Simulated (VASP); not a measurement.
# EuNi (Fd-3m) in VASP: notebook, part 2 of 2

VASP 6.6.1.

## 3. Density of states, PBE+U, collinear spin, ferrimagnetic start

The input, POSCAR:

```
EuNi
1.0
    0.0000000000      3.7339191900      3.7339191900
    3.7339191900      0.0000000000      3.7339191900
    3.7339191900      3.7339191900      0.0000000000
Ni Eu
2 2
Direct
    0.5000000000      0.5000000000      0.5000000000
    0.7500000000      0.7500000000      0.7500000000
    0.0000000000      0.0000000000      0.0000000000
    0.2500000000      0.2500000000      0.2500000000
```

The input, INCAR.step1:

```
SYSTEM = EuNi
PREC     = Accurate       ! precision mode
ENCUT    = 520            ! plane-wave cutoff, eV
EDIFF    = 1E-7           ! SCF threshold, eV
ISMEAR   = -1             ! smearing method
SIGMA    = 0.1            ! smearing width, eV
LREAL    = .False.        ! projectors in reciprocal space
LASPH    = .True.         ! aspherical terms in the spheres
NELM     = 150            ! most SCF steps
ALGO     = Normal         ! electronic algorithm
ISIF     = 2              ! what is computed and relaxed
LWAVE    = .False.        ! write WAVECAR
LCHARG   = .True.         ! write CHGCAR
ISPIN    = 2              ! spin polarisation
MAGMOM   = -0.41 -0.41 7.78 7.78 ! initial moments
LMAXMIX  = 6              ! l up to which the mixer works
LDAU     = .True.         ! DFT+U
LDAUTYPE = 2            
LDAUL    = -1 3           ! shell
LDAUU    = 0 6.52         ! U, eV
LDAUJ    = 0 0          
LDAUPRINT= 1            
GGA      = PE             ! functional
NBANDS   = 39             ! bands
```

The input, KPOINTS.step1:

```
Automatic mesh
0
Gamma
  6 6 6
  0 0 0
```

The input, INCAR.step2:

```
SYSTEM = EuNi
PREC     = Accurate       ! precision mode
ENCUT    = 520            ! plane-wave cutoff, eV
EDIFF    = 1E-7           ! SCF threshold, eV
ISMEAR   = -5             ! smearing method
SIGMA    = 0.1            ! smearing width, eV
LREAL    = .False.        ! projectors in reciprocal space
LASPH    = .True.         ! aspherical terms in the spheres
NELM     = 150            ! most SCF steps
ALGO     = Normal         ! electronic algorithm
ISIF     = 2              ! what is computed and relaxed
LWAVE    = .False.        ! write WAVECAR
LCHARG   = .False.        ! write CHGCAR
ISPIN    = 2              ! spin polarisation
MAGMOM   = -0.41 -0.41 7.78 7.78 ! initial moments
LORBIT   = 10             ! projections on sites
LMAXMIX  = 6              ! l up to which the mixer works
LDAU     = .True.         ! DFT+U
LDAUTYPE = 2            
LDAUL    = -1 3           ! shell
LDAUU    = 0 6.52         ! U, eV
LDAUJ    = 0 0          
LDAUPRINT= 1            
GGA      = PE             ! functional
NEDOS    = 2001           ! points of the DOS
ICHARG   = 11             ! starting density
```

The input, KPOINTS.step2:

```
Automatic mesh
0
Gamma
  9 9 9
  0 0 0
```

Potentials or basis: VASP PAW PBE potentials, release 64 (Ni, Eu).

Launch:

```bash
$ cat potpaw_PBE.64/Ni/POTCAR potpaw_PBE.64/Eu/POTCAR > POTCAR
$ cp INCAR.step1 INCAR
$ cp KPOINTS.step1 KPOINTS
$ mpirun -np 1 vasp_std > vasp.out
$ cp INCAR.step2 INCAR
$ cp KPOINTS.step2 KPOINTS
$ mpirun -np 1 vasp_std > vasp.out
```

OUTCAR:

```text
SYSTEM = EuNi
   PREC = Accurate
   ENCUT = 520
   EDIFF = 1E-7
   ISMEAR = -5
   LREAL = .False.
   LASPH = .True.
   NELM = 150
   ISIF = 2
   ISPIN = 2
   LORBIT = 10
   GGA = PE
   ICHARG = 11

 ion  position               nearest neighbor table
   1  0.500  0.500  0.500-   4 3.23   4 3.23   4 3.23   4 3.23
   2  0.750  0.750  0.750-   3 3.23   3 3.23   3 3.23   3 3.23
   3  0.000  0.000  0.000-   2 3.23   2 3.23   2 3.23   2 3.23   4 3.23   4 3.23   4 3.23   4 3.23

   4  0.250  0.250  0.250-   3 3.23   3 3.23   3 3.23   1 3.23   3 3.23   1 3.23   1 3.23   1 3.23

  LATTYP: Found a face centered cubic cell.
 ALAT       =     7.4678383800

  Lattice vectors:

 A1 = (   0.0000000000,   3.7339191900,   3.7339191900)
[... 2313 lines left out ...]

 [... further k-points ...]

------------------------ aborting loop because EDIFF is reached ----------------------------------------

  FORCE on cell =-STRESS in cart. coord.  units (eV):
  Direction    XX          YY          ZZ          XY          YZ          ZX
  --------------------------------------------------------------------------------------
  -------------------------------------------------------------------------------------
  Total        3.2658355      3.2658355      3.2658355      0.0000000     -0.0000000     -0.0000000
  in kB       50.2551013     50.2551013     50.2551013      0.0000000     -0.0000000     -0.0000000
  external PRESSURE =      50.2551013 kB  Pullay stress =       0.0000000 kB

 VOLUME and BASIS-vectors are now :
 -----------------------------------------------------------------------------
  energy-cutoff  :      520.00
  volume of cell :      104.12
      direct lattice vectors                 reciprocal lattice vectors
     0.000000000  3.733919190  3.733919190    -0.133907558  0.133907558  0.133907558
     3.733919190  0.000000000  3.733919190     0.133907558 -0.133907558  0.133907558
     3.733919190  3.733919190  0.000000000     0.133907558  0.133907558 -0.133907558

 POSITION                                       TOTAL-FORCE (eV/Angst)
 -----------------------------------------------------------------------------------
      3.73392      3.73392      3.73392        -0.000000     -0.000000     -0.000000
      5.60088      5.60088      5.60088         0.000000      0.000000      0.000000
      0.00000      0.00000      0.00000        -0.000000     -0.000000     -0.000000
      1.86696      1.86696      1.86696         0.000000      0.000000      0.000000
 -----------------------------------------------------------------------------------
    total drift:                               -0.000000      0.000000      0.000000

  FREE ENERGIE OF THE ION-ELECTRON SYSTEM (eV)
  ---------------------------------------------------
  free  energy   TOTEN  =       -30.6490581068 eV

  energy  without entropy=      -30.6490581068  energy(sigma->0) =      -30.64905811

 total charge

# of ion       s       p       d       f       tot
--------------------------------------------------
    1        0.424   0.131   8.413   0.000   8.968
    2        0.424   0.131   8.413   0.000   8.968
    3        2.059   5.738   0.318   6.812  14.927
    4        2.059   5.738   0.318   6.812  14.927
--------------------------------------------------
tot          4.966  11.739  17.463  13.624  47.792

 magnetization (x)

# of ion       s       p       d       f       tot
--------------------------------------------------
    1       -0.019   0.028  -0.323   0.000  -0.313
    2       -0.019   0.028  -0.323   0.000  -0.313
    3        0.005  -0.106   0.133   6.805   6.837
    4        0.005  -0.106   0.133   6.805   6.837
--------------------------------------------------
tot         -0.027  -0.155  -0.380  13.609  13.048
```

OUTCAR.step1:

```text
SYSTEM = EuNi
   PREC = Accurate
   ENCUT = 520
   EDIFF = 1E-7
   ISMEAR = -1
   LREAL = .False.
   LASPH = .True.
[... 1670 lines left out ...]
      5.60088      5.60088      5.60088        -0.000000     -0.000000     -0.000000
      0.00000      0.00000      0.00000        -0.000000      0.000000     -0.000000
      1.86696      1.86696      1.86696         0.000000     -0.000000      0.000000
 -----------------------------------------------------------------------------------
    total drift:                               -0.000000      0.000000      0.000000

  FREE ENERGIE OF THE ION-ELECTRON SYSTEM (eV)
  ---------------------------------------------------
  free  energy   TOTEN  =       -30.7242023749 eV

  energy  without entropy=      -30.5657948286  energy(sigma->0) =      -30.64499860
```

It took 12 min on 1 thread of Oxide Virtual Turin-like, shared host; peak memory 0.38 GiB.

What came out:

| Quantity | Value |
| --- | --- |
| Net moment | 14.16 μB per cell |
| Site moments | Ni -0.31; Eu +6.84 μB |
| Valence electrons inside the program's atomic spheres | Ni 8.97; Eu 14.93 |

Eigenvalues of the final occupation matrices:
| site | spin | trace | eigenvalues |
| --- | --- | --- | --- |
| site 3 f | 1 | 6.82 | 0.97 0.97 0.97 0.97 0.97 0.97 0.97 |
| site 3 f | 2 | 0.00 | 0.00 0.00 0.00 0.00 0.00 0.00 0.00 |
| site 4 f | 1 | 6.82 | 0.97 0.97 0.97 0.97 0.97 0.97 0.97 |
| site 4 f | 2 | 0.00 | 0.00 0.00 0.00 0.00 0.00 0.00 0.00 |

Caveat: spin-orbit coupling is left out, which moves the levels of the heavy elements; tetrahedron occupations give inexact forces and stress in metals. The state reached can hang on the start; a lower one may exist.
